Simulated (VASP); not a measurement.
# SiC (P6_3mc) in VASP: further runs

The runs below take SiC through single point, with r2SCAN.

All numbers are computed with VASP 6.6.1; they aren't measurements. Logs are shortened: lines on timing, memory, paths and dates and some standing lists are left out, and cuts for length are marked.

### Step 1. The cell of the first run

Symmetry: P6_3mc, No. 186, hexagonal system. The conventional cell has a = 3.078 Å, b = 3.078 Å, c = 10.077 Å, α = 90.00°, β = 90.00°, γ = 120.00°. Within 2.5 Å of Si (site symmetry 3m) lie 4 C at 1.88 to 1.89 Å. Si (site symmetry 3m) has 4 C at 1.89 Å within 2.5 Å. C (site symmetry 3m) has 4 Si at 1.89 Å within 2.5 Å. C (site symmetry 3m) has 4 Si at 1.88 to 1.89 Å within 2.5 Å.

### Step 2. Single point, r2SCAN

POSCAR

```
SiC
1.0
    3.0775550333      0.0000000000      0.0000000000
   -1.5387775167      2.6652408404      0.0000000000
    0.0000000000      0.0000000000     10.0767227833
Si C
4 4
Direct
    0.0000000000      0.0000000000     -0.0001405665
    0.3333333333      0.6666666667      0.2499083816
    0.0000000000      0.0000000000      0.4998594335
    0.6666666667      0.3333333333      0.7499083816
    0.0000000000      0.0000000000      0.1872833959
    0.3333333333      0.6666666667      0.4379487892
    0.0000000000      0.0000000000      0.6872833959
    0.6666666667      0.3333333333      0.9379487892
```

INCAR.step1

```
ALGO     = Normal         # electronic algorithm
EDIFF    = 1E-4           # SCF threshold, eV
ENCUT    = 520            # plane-wave cutoff, eV
GGA      = PE             # functional
ISMEAR   = -1             # smearing method
LASPH    = T              # aspherical terms in the spheres
LCHARG   = F              # write CHGCAR
LREAL    = F              # projectors in reciprocal space
LWAVE    = T              # write WAVECAR
NBANDS   = 26             # bands
NELM     = 100            # most SCF steps
PREC     = Accurate       # precision mode
SIGMA    = 0.02           # smearing width, eV
```

INCAR.step2

```
ALGO     = Normal         # electronic algorithm
EDIFF    = 1E-6           # SCF threshold, eV
ENCUT    = 520            # plane-wave cutoff, eV
ISIF     = 2              # what is computed and relaxed
ISMEAR   = -1             # smearing method
ISTART   = 1            
LASPH    = T              # aspherical terms in the spheres
LCHARG   = F              # write CHGCAR
LMIXTAU  = T            
LREAL    = F              # projectors in reciprocal space
LWAVE    = F              # write WAVECAR
METAGGA  = R2SCAN         # meta-GGA
NBANDS   = 26             # bands
NELM     = 100            # most SCF steps
PREC     = Accurate       # precision mode
SIGMA    = 0.02           # smearing width, eV
```

KPOINTS

```
k-points
0
Gamma
  12 12 2
```

Potentials or basis: VASP PAW PBE potentials, release 64 (Si, C).

Command:

```sh
$ cat potpaw_PBE.64/Si/POTCAR potpaw_PBE.64/C/POTCAR > POTCAR
$ cp INCAR.step1 INCAR
$ mpirun -np 1 vasp_std > vasp.out
$ cp INCAR.step2 INCAR
$ mpirun -np 1 vasp_std > vasp.out
```

OUTCAR:

```text
EDIFF = 1E-6
   ENCUT = 520
   ISIF = 2
   ISMEAR = -1
   ISTART = 1
   LASPH = T
   LREAL = F
   METAGGA = R2SCAN
   NELM = 100
   PREC = Accurate

 ion  position               nearest neighbor table
   1  0.000  0.000  1.000-   8 1.88   8 1.88   8 1.88   5 1.89   4 3.08   4 3.08   4 3.08   2 3.08
                             2 3.08   2 3.08
   2  0.333  0.667  0.250-   5 1.89   5 1.89   5 1.89   6 1.89   3 3.08   3 3.08   3 3.08   1 3.08
                             1 3.08   1 3.08
   3  0.000  0.000  0.500-   6 1.88   6 1.88   6 1.88   7 1.89   2 3.08   2 3.08   2 3.08   4 3.08
                             4 3.08   4 3.08
   4  0.667  0.333  0.750-   7 1.89   7 1.89   7 1.89   8 1.89   1 3.08   1 3.08   1 3.08   3 3.08
                             3 3.08   3 3.08
   5  0.000  0.000  0.187-   2 1.89   2 1.89   2 1.89   1 1.89
   6  0.333  0.667  0.438-   3 1.88   3 1.88   3 1.88   2 1.89
   7  0.000  0.000  0.687-   4 1.89   4 1.89   4 1.89   3 1.89
   8  0.667  0.333  0.938-   1 1.88   1 1.88   1 1.88   4 1.89

  LATTYP: Found a hexagonal cell.
 ALAT       =     3.0775550333
 C/A-ratio  =     3.2742624175

  Lattice vectors:

 A1 = (   3.0775550333,   0.0000000000,   0.0000000000)
 A2 = (  -1.5387775167,   2.6652408404,   0.0000000000)
 A3 = (   0.0000000000,   0.0000000000,  10.0767227833)

Analysis of symmetry for initial positions (statically):
=====================================================================
 Subroutine PRICEL returns:
 Original cell was already a primitive cell.

 Routine SETGRP: Setting up the symmetry group for a
 hexagonal supercell.

 Subroutine GETGRP returns: Found 12 space group operations
 (whereof  6 operations were pure point group operations)
 out of a pool of 24 trial point group operations.

The static configuration has the point symmetry C_3v.
 The point group associated with its full space group is C_6v.

Analysis of symmetry for dynamics (positions and initial velocities):
=====================================================================
 Subroutine PRICEL returns:
 Original cell was already a primitive cell.

 Routine SETGRP: Setting up the symmetry group for a
 hexagonal supercell.

 Subroutine GETGRP returns: Found 12 space group operations
 (whereof  6 operations were pure point group operations)
 out of a pool of 24 trial point group operations.

The dynamic configuration has the point symmetry C_3v.
 The point group associated with its full space group is C_6v.

 Subroutine INISYM returns: Found 12 space group operations
 (whereof  6 operations are pure point group operations),
 and found     1 'primitive' translations

----------------------------------------------------------------------------------------

                                     Primitive cell

  volume of cell :      82.6536

  direct lattice vectors                    reciprocal lattice vectors
     3.077555033  0.000000000  0.000000000     0.324933263  0.187600307  0.000000000
    -1.538777517  2.665240840  0.000000000     0.000000000  0.375200614  0.000000000
     0.000000000  0.000000000 10.076722783     0.000000000  0.000000000  0.099238614

  length of vectors
     3.077555033  3.077555033 10.076722783     0.375200614  0.375200614  0.099238614

  position of ions in fractional coordinates (direct lattice)
     0.000000000  0.000000000  0.999859433
     0.333333333  0.666666667  0.249908382
     0.000000000  0.000000000  0.499859433
     0.666666667  0.333333333  0.749908382
     0.000000000  0.000000000  0.187283396
     0.333333333  0.666666667  0.437948789
     0.000000000  0.000000000  0.687283396
     0.666666667  0.333333333  0.937948789

  ion indices of the primitive-cell ions
   primitive index   ion index
                 1           1
                 2           2
                 3           3
                 4           4
                 5           5
                 6           6
                 7           7
                 8           8

----------------------------------------------------------------------------------------

 KPOINTS: k-points

Automatic generation of k-mesh.
 Grid dimensions read from file:
 generate k-points for:   12   12    2

 Generating k-lattice:

  Cartesian coordinates                     Fractional coordinates (reciprocal lattice)
     0.027077772  0.015633359  0.000000000     0.083333333  0.000000000  0.000000000
     0.000000000  0.031266718  0.000000000     0.000000000  0.083333333  0.000000000
     0.000000000  0.000000000  0.049619307     0.000000000  0.000000000  0.500000000

  Length of vectors
     0.031266718  0.031266718  0.049619307

  Shift w.r.t. Gamma in fractional coordinates (k-lattice)
     0.000000000  0.000000000  0.000000000

 Subroutine IBZKPT returns following result:
 ===========================================

 Found     38 irreducible k-points:

 Following reciprocal coordinates:
            Coordinates               Weight
  0.000000  0.000000  0.000000      1.000000
  0.083333 -0.000000  0.000000      6.000000
  0.166667 -0.000000  0.000000      6.000000
  0.250000 -0.000000  0.000000      6.000000
  0.333333 -0.000000  0.000000      6.000000
  0.416667 -0.000000  0.000000      6.000000
[... 16 lines left out ...]
  0.250000 -0.000000  0.500000      6.000000
  0.333333 -0.000000  0.500000      6.000000
 [... further k-points ...]
   k-points           NKPTS =     38   k-points in BZ     NKDIM =     38   number of bands    NBANDS=     26
   number of dos      NEDOS =    301   number of ions     NIONS =      8
   total plane-waves  NPLWV =  46080
   dimension x,y,z NGX =    24 NGY =   24 NGZ =   80
   dimension x,y,z NGXF=    48 NGYF=   48 NGZF=  160
   ions per type =               4   4
   NGX,Y,Z   is equivalent  to a cutoff of  12.96, 12.96, 13.20 a.u.
   NGXF,Y,Z  is equivalent  to a cutoff of  25.93, 25.93, 26.40 a.u.
 SYSTEM =  unknown system
   PREC   = accura    normal or accurate (medium, high low for compatibility)
   ISTART =      1    job   : 0-new  1-cont  2-samecut
   ICHARG =      0    charge: 1-file 2-atom 10-const
   ISPIN  =      1    spin polarized calculation?
   LNONCOLLINEAR =      F non collinear calculations
   LSORBIT =      F    spin-orbit coupling
   LASPH  =      T    aspherical Exc in radial PAW
   ENCUT  =  520.0 eV  38.22 Ry    6.18 a.u.   5.72  5.72 18.74*2*pi/ulx,y,z
   NELM   =    100;   NELMIN=  2; NELMDL=  0     # of ELM steps
   EDIFF  = 0.1E-05   stopping-criterion for ELM
   LREAL  =      F    real-space projection
   EDIFFG = 0.1E-04   stopping-criterion for IOM
   NSW    =      0    number of steps for IOM
   IBRION =     -1    ionic relax: 0-MD 1-quasi-New 2-CG
   NFREE  =      0    steps in history (QN), initial steepest desc. (CG)
   ISIF   =      2    stress and relaxation
   ISYM   =      2    0-nonsym 1-usesym 2-fastsym
   POTIM  = 0.5000    time-step for ionic-motion
   TEBEG  =    0.0;   TEEND  =   0.0 temperature during run
   PSTRESS=    0.0 pullay stress
   NELECT =      32.0000    total number of electrons
   NUPDOWN=      -1.0000    fix difference up-down
   EMIN   =  10.00;   EMAX   =-10.00  energy-range for DOS
   EFERMI =   0.00;   METHOD = LEGACY
   ISMEAR =    -1;   SIGMA  =   0.02  broadening in eV -4-tet -1-fermi 0-gaus
   EFERMI_NEDOS =   21; number of points for ismear=-14 and -15
   IALGO  =     38    algorithm
   IMIX   =      4    mixing-type and parameters
     AMIX     =   0.40;   BMIX     =  1.00
     AMIX_MAG =   1.60;   BMIX_MAG =  1.00
  volume/ion in A,a.u.               =      10.33        69.72
  Fermi-wavevector in a.u.,A,eV,Ry     =   1.193175  2.254775 19.370173  1.423668
  Thomas-Fermi vector in A             =   2.329196
   LORBIT       =      0    0 simple, 1 ext, 2 COOP (PROOUT), +10 PAW based schemes
   METAGGA = R2SCAN    functional components
   LHFCALC =     F    Hartree Fock is set to
   AEXX    =    0.0000 exact exchange contribution
   IVDW    =     0    specifies the selected vdW correction
   LEPSILON=     F    determine dielectric tensor
   LRPA    =     F    only Hartree local field effects (RPA)
 non-spin polarized calculation
  energy-cutoff  :      520.00
  volume of cell :       82.65
 maximum number of plane-waves:      2256
 NGX is ok and might be reduce to    24
   NGX = 11   NGY = 11   NGZ = 37

 number of electron      32.0000000 magnetization

 Free energy of the ion-electron system (eV)
  ---------------------------------------------------
  ext. energy  EPLUGINS =         0.00000000
  ---------------------------------------------------
  free energy    TOTEN  =       -77.30751055 eV

  energy without entropy =      -77.30751055  energy(sigma->0) =      -77.30751055

 E-fermi :   8.5079     XC(G=0): -11.9371

 val. band max:        8.0687886737   @ k =   0.0000   0.0000   0.0000
 cond. band min:      10.6780887564   @ k =   0.5000  -0.0000   0.0000
 fundamental gap:      2.6093000828
 Fermi energy:         8.5079483726

 k-point     1 :       0.0000    0.0000    0.0000
  band No.  band energies     occupation
      1      -8.2025      2.00000
      2      -6.9847      2.00000
      3      -6.9465      2.00000
      4      -4.5725      2.00000
      5      -0.8370      2.00000
      6       3.5004      2.00000
[... 18 lines left out ...]
     25      16.0307      0.00000
     26      16.6989      0.00000

 k-point     2 :       0.0833   -0.0000    0.0000
  band No.  band energies     occupation
      1      -8.0774      2.00000
      2      -6.8641      2.00000
      3      -6.8254      2.00000
      4      -4.4682      2.00000
      5      -0.7221      2.00000
      6       3.5366      2.00000
[... 18 lines left out ...]
     25      16.0588      0.00000
     26      16.6748      0.00000

 k-point     3 :       0.1667   -0.0000    0.0000
  band No.  band energies     occupation
      1      -7.7055      2.00000
      2      -6.5072      2.00000
      3      -6.4666      2.00000
      4      -4.1658      2.00000
      5      -0.3874      2.00000
      6       3.5035      2.00000
[... 572 lines left out ...]
 k-point    23 :       0.2500   -0.0000    0.5000
  band No.  band energies     occupation
      1      -6.7939      2.00000
      2      -6.7939      2.00000
      3      -4.6063      2.00000
      4      -4.6063      2.00000
      5       1.2666      2.00000
      6       1.2666      2.00000
[... 18 lines left out ...]
     25      17.3235      0.00000
     26      17.3235      0.00000

 k-point    24 :       0.3333   -0.0000    0.5000
  band No.  band energies     occupation
      1      -5.9954      2.00000
      2      -5.9954      2.00000
      3      -3.9721      2.00000
      4      -3.9721      2.00000
      5       0.7568      2.00000
      6       0.7568      2.00000
[... 18 lines left out ...]
     25      17.0178      0.00000
     26      17.0178      0.00000

 [... further k-points ...]
[... 5 lines left out ...]
  --------------------------------------------------------------------------------------
  -------------------------------------------------------------------------------------
  Total       -0.0955783     -0.0955783     -0.0914530      0.0000000      0.0000000      0.0000000
  in kB       -1.8527144     -1.8527144     -1.7727480      0.0000000      0.0000000      0.0000000
  external PRESSURE =      -1.8260589 kB  Pullay stress =       0.0000000 kB

 VOLUME and BASIS-vectors are now :
 -----------------------------------------------------------------------------
  energy-cutoff  :      520.00
  volume of cell :       82.65
      direct lattice vectors                 reciprocal lattice vectors
     3.077555033  0.000000000  0.000000000     0.324933263  0.187600307  0.000000000
    -1.538777517  2.665240840  0.000000000     0.000000000  0.375200614  0.000000000
     0.000000000  0.000000000 10.076722783     0.000000000  0.000000000  0.099238614

 POSITION                                       TOTAL-FORCE (eV/Angst)
 -----------------------------------------------------------------------------------
      0.00000      0.00000     10.07531         0.000000     -0.000000      0.001540
     -0.00000      1.77683      2.51826        -0.000000     -0.000000     -0.001197
      0.00000      0.00000      5.03694        -0.000000      0.000000      0.001540
      1.53878      0.88841      7.55662         0.000000      0.000000     -0.001197
      0.00000      0.00000      1.88720        -0.000000     -0.000000     -0.000105
     -0.00000      1.77683      4.41309        -0.000000     -0.000000     -0.000238
      0.00000      0.00000      6.92556        -0.000000     -0.000000     -0.000105
      1.53878      0.88841      9.45145        -0.000000     -0.000000     -0.000238
 -----------------------------------------------------------------------------------
    total drift:                               -0.000000     -0.000000      0.001088

  FREE ENERGIE OF THE ION-ELECTRON SYSTEM (eV)
  ---------------------------------------------------
  free  energy   TOTEN  =       -77.3075105468 eV

  energy  without entropy=      -77.3075105468  energy(sigma->0) =      -77.30751055
```

Run time: 3.6 min. Hardware: 1 thread of AMD EPYC 9R45 (Zen 5), shared host; peak memory 0.21 GiB.

What came out:

* Free energy: -77.3075 eV
* Pressure: -0.2 GPa
* Band gap on the k mesh: 2.61 eV, indirect (least direct gap 3.79 eV)

Caveat: the PAW data sets were made with another functional, which shifts forces and pressure a little.

### Step 3. Single point, r2SCAN

POSCAR is that of step 2.

INCAR.step1

```
ALGO = Normal
EDIFF = 1E-4
ENCUT = 520
GGA = PE
ISMEAR = 0
LASPH = T
LCHARG = F
LREAL = F
LWAVE = T
NBANDS = 26
NELM = 80
PREC = Accurate
SIGMA = 0.01
```

INCAR.step2

```
ALGO = Normal
EDIFF = 1E-6
ENCUT = 520
ISIF = 2
ISMEAR = 0
ISTART = 1
LASPH = T
LCHARG = F
LMIXTAU = T
LREAL = F
LWAVE = F
METAGGA = R2SCAN
NBANDS = 26
NELM = 80
PREC = Accurate
SIGMA = 0.01
```

KPOINTS

```
k-points
0
Gamma
  12 12 4
```

Potentials or basis: VASP PAW PBE potentials, release 64 (Si, C).

Command:

```sh
$ cat potpaw_PBE.64/Si/POTCAR potpaw_PBE.64/C/POTCAR > POTCAR
$ cp INCAR.step1 INCAR
$ mpirun -np 1 vasp_std > vasp.out
$ cp INCAR.step2 INCAR
$ mpirun -np 1 vasp_std > vasp.out
```

Wall time 5.7 min (1 thread of Intel Xeon 6975P-C, shared host); peak memory 0.26 GiB.

Results (log left out):

```
Free energy            : -77.3080 eV
Pressure               : -0.2 GPa
Band gap on the k mesh : 2.61 eV, indirect (least direct gap 3.79 eV)
```

Levels at points of the mesh, in eV from the valence-band top:
| k point | band 12 | band 13 | band 14 | band 15 | band 16 | band 17 | band 18 | band 19 | band 20 | band 21 |
| --- | --- | --- | --- | --- | --- | --- | --- | --- | --- | --- |
| (0.00, 0.00, 0.00) | -0.61 | -0.61 | -0.05 | 0.00 | 0.00 | 5.67 | 6.26 | 6.89 | 6.91 | 7.51 |
| (0.50, 0.00, 0.00) | -2.50 | -2.47 | -2.33 | -1.65 | -1.18 | 2.61 | 2.77 | 4.73 | 5.27 | 5.83 |
| (0.00, 0.00, 0.50) | -1.10 | -0.22 | -0.22 | -0.22 | -0.22 | 5.88 | 5.88 | 7.37 | 7.37 | 7.60 |
| (0.50, 0.00, 0.50) | -3.16 | -2.58 | -2.58 | -1.63 | -1.63 | 3.05 | 3.05 | 4.69 | 4.69 | 6.68 |

Caveat: the PAW data sets were made with another functional, which shifts forces and pressure a little.
